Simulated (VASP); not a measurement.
MoS2, 3 atoms in the cell. Symmetry: P-6m2, No. 187, hexagonal system. Conventional cell: a = 3.083 Å, b = 3.083 Å, c = 6.314 Å, α = 90.00°, β = 90.00°, γ = 120.00°. Within 3.1 Å of Mo (site symmetry -6m2) lie 6 S at 2.36 Å and 6 Mo at 3.08 Å. S (site symmetry 3m) has 3 Mo at 2.36 Å and 8 S at 3.08 to 3.21 Å within 3.3 Å. 

```yaml
Program: VASP 6.6.1
Task: relaxation of shape and atoms at fixed volume
Functional: PBE
Dispersion: D3(BJ)
Potentials_or_basis: VASP PAW PBE potentials, release 64 (Mo_sv, S)
Cutoff: 600 eV
k_mesh: 12 × 12 × 4
Occupations: gaussian, width 0.02 eV
Spin: no spin polarisation
Dipole_correction: no
Further_INCAR_settings: ALGO = Normal; EDIFF = 1e-06; IBRION = 2; EDIFFG = -0.01; NSW = 50; ISIF = 4
```

Potentials or basis: VASP PAW PBE potentials, release 64 (Mo_sv, S).

Command:

```sh
$ cat potpaw_PBE.64/Mo_sv/POTCAR potpaw_PBE.64/S/POTCAR > POTCAR
$ mpirun -np 1 vasp_std > vasp.out
```

Hardware: 1 thread of Intel(R) Xeon(R) 6975P-C (Granite Rapids), with other jobs on the host.

Problem. Estimate the wall time of this run.

Solution. It took 2.1 min on 1 thread of Intel(R) Xeon(R) 6975P-C (Granite Rapids) (shared host), peak memory 0.24 GiB. Counts: scf iterations 42, k points 57, ion steps 5.
